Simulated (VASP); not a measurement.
Bi2Te3: relaxation of cell and atoms with PBE

Crystal: Bi2Te3.

```xyz
5
Lattice="5.8385 0.0000 0.0000 0.0000 5.8385 0.0000 0.0000 0.0000 5.8385" Properties=species:S:1:pos:R:3 pbc="T T T"
Bi    0.0000    0.0000    0.0000
Bi    2.9192    2.9192    2.9192
Te    0.0000    2.9192    2.9192
Te    2.9192    0.0000    2.9192
Te    2.9192    2.9192    0.0000
```

The cell was generated, and may not be a known phase.

* Program: VASP 6.6.1
* Task: relaxation of cell and atoms
* Functional: PBE
* Potentials or basis: VASP PAW PBE potentials, release 64 (Bi_d, Te)
* Cutoff: 600 eV
* k mesh: 6 × 6 × 6
* Occupations: gaussian, width 0.1 eV
* Spin: no spin polarisation
* Dipole correction: no
* Further INCAR settings: ALGO = Normal; EDIFF = 1e-07; IBRION = 2; EDIFFG = -0.01; NSW = 100; ISIF = 3

| Item | Value |
| --- | --- |
| Relaxed volume | 40.22 Å³/atom |
| Relaxed cell | a = 5.859 Å, b = 5.859 Å, c = 5.859 Å, α = 90.00°, β = 90.00°, γ = 90.00° |
| Space group after relaxing (to 0.1 Å) | Pm-3m (No. 221) |
| Energy gained by relaxing | 0.4 meV/atom |
| Ionic steps | 3 |
| Pressure after relaxing | 0.0 GPa |
| Band gap on the k mesh | zero (bands 24 and 25 overlap by 0.50 eV) |

The path:
| step | energy change (eV) | largest force (eV/Å) | pressure (GPa) | volume (Å³) |
| --- | --- | --- | --- | --- |
| 1 | 0.0000 | 0.0000 | 0.34 | 199.02 |
| 2 | -0.0021 | 0.0000 | -0.06 | 201.48 |
| 3 | -0.0022 | 0.0000 | 0.00 | 201.11 |

Final structure:
```cif
data_structure
_symmetry_space_group_name_H-M 'P 1'
_symmetry_Int_Tables_number 1
_cell_length_a 5.8588
_cell_length_b 5.8588
_cell_length_c 5.8588
_cell_angle_alpha 90.000
_cell_angle_beta 90.000
_cell_angle_gamma 90.000
_cell_volume 201.11
loop_
_atom_site_label
_atom_site_type_symbol
_atom_site_fract_x
_atom_site_fract_y
_atom_site_fract_z
_atom_site_occupancy
Bi1 Bi 0.00000 0.00000 0.00000 1
Bi2 Bi 0.50000 0.50000 0.50000 1
Te1 Te 0.00000 0.50000 0.50000 1
Te2 Te 0.50000 0.00000 0.50000 1
Te3 Te 0.50000 0.50000 0.00000 1
```

Levels at points of the mesh, in eV from the Fermi level:
| k point | band 22 | band 23 | band 24 | band 25 | band 26 | band 27 |
| --- | --- | --- | --- | --- | --- | --- |
| (0.00, 0.00, 0.00) | -0.73 | -0.73 | -0.73 | 1.18 | 1.18 | 1.18 |
| (0.50, 0.00, 0.00) | -0.77 | -0.69 | -0.69 | 0.08 | 0.57 | 0.57 |
| (0.50, 0.50, 0.00) | -0.78 | -0.43 | 0.09 | 0.09 | 0.18 | 0.33 |
| (0.50, 0.50, 0.50) | 0.36 | 0.36 | 0.39 | 0.39 | 0.39 | 0.70 |

Run time: 2.7 min on 1 thread of Intel(R) Xeon(R) 6975P-C (Granite Rapids) (shared host), peak memory 0.41 GiB.

Caveat: spin-orbit coupling is left out, which moves the levels of the heavy elements.
